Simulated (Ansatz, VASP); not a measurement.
# Two plane-wave programs on WS2

```
W S
1.0
     1.55766    0.89932    6.08003
    -1.55766    0.89932    6.08003
     0.00000   -1.79863    6.08003
W S
1 2
Direct
  0.00000 0.00000 0.00000
  0.58100 0.58100 0.58100
  0.75030 0.75030 0.75030
```

Alike in both runs: task single point; functional r2SCAN; k mesh 10 × 10 × 10; occupations fermi-dirac, width 0.05 eV; no spin polarisation.

|  | VASP | Ansatz |
| --- | --- | --- |
| version | VASP 6.6.1 | Ansatz 0.2.0 |
| potentials or method | VASP PAW PBE potentials, release 64 (W_sv, S) | Ansatz PAW |
| plane-wave cutoff (eV) | 520 | 500 |
| valence electrons in the cell | 26 | 26 |

VASP gave:

```
gap on the k mesh at the Fermi level (eV)                     : 1.15
least direct gap on the mesh (eV)                             : 2.50
pressure (GPa)                                                : 10.7
traceless stress, the component that is largest in VASP (GPa) : -0.44
rms of the force components (eV/Å)                            : 0.448
```

Which values does Ansatz return?

gap on the k mesh at the Fermi level (eV): 1.13; least direct gap on the mesh (eV): 2.50; pressure (GPa): 10.5; traceless stress, the component that is largest in VASP (GPa): -0.37; rms of the force components (eV/Å): 0.439.

VASP's potentials were made for PBE, not for r2SCAN. Atom by atom the forces differ by 0.012 eV/Å (rms over components). With one functional, cell and mesh, what is left measures potentials, basis and numerics.

Neither program's run includes spin-orbit coupling.
